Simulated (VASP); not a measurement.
Input of a VASP 6.6.1 run:

File INCAR:

```
SYSTEM = LaSb
  PREC = Accurate
  ENCUT = 500
  EDIFF = 1E-6
  ISMEAR = 0
  SIGMA = 0.1
  LREAL = .False.
  LASPH = .True.
  NELM = 200
  ALGO = Normal
  ISIF = 2
  LWAVE = .False.
  LCHARG = .False.
  GGA = CA
  NBANDS = 15
  GGA_COMPAT = .False.
  LMAXMIX = 6
```

Contents of KPOINTS:

```
Automatic mesh
0
Gamma
  2 2 2
  0 0 0
```

The input POSCAR:

```
LaSb
1.0
    0.0000000000      3.2450000000      3.2450000000
    3.2450000000      0.0000000000      3.2450000000
    3.2450000000      3.2450000000      0.0000000000
La Sb
1 1
Direct
    0.0000000000      0.0000000000      0.0000000000
    0.5000000000      0.5000000000      0.5000000000
```

Potentials or basis: VASP PAW LDA potentials, release 64 (La, Sb).

Command:

```console
$ cat potpaw_LDA.64/La/POTCAR potpaw_LDA.64/Sb/POTCAR > POTCAR
$ mpirun -np 1 vasp_std > vasp.out
```

Problem. Predict the band gap on the k mesh.

Solution. Zero (bands 8 and 9 overlap by 0.38 eV).

Problem. Estimate the pressure.

Solution. -2.3 GPa.

Caveat: the k points lie up to 0.84 Å⁻¹ apart; spin-orbit coupling is left out, which moves the levels of the heavy elements.
